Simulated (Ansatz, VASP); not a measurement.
Two plane-wave programs on ZnO

```
CELL_PARAMETERS angstrom
2.64617 0.00000 0.00000
0.00000 2.64617 0.00000
0.00000 0.00000 2.64617
ATOMIC_POSITIONS crystal
Zn 0.00000 0.00000 0.00000
O 0.50000 0.50000 0.50000
```

Alike in both runs: task single point; functional PBE-based screened hybrid; k mesh 4 × 4 × 4; occupations fermi-dirac, width 0.02 eV; no spin polarisation.

```csv
,VASP,Ansatz
version,VASP 6.6.1,Ansatz 0.2.0
potentials or method,"VASP PAW PBE potentials, release 64 (Zn, O)",plane waves
plane-wave cutoff (eV),520,420
valence electrons in the cell,18,18
```

Ansatz gave:

```
pressure (GPa) : 7.8
```

Task: What did VASP give for the same quantities?

Result: Pressure (GPa): 8.7.

VASP's potentials were made for PBE, not for PBE-based screened hybrid. With one functional, cell and mesh, what is left measures potentials, basis and numerics. Ansatz's warnings: filled band counts differ across k points, stress exchange threshold loose, stress scf threshold loose.

The k mesh is coarse, so the values compare programs but aren't converged.
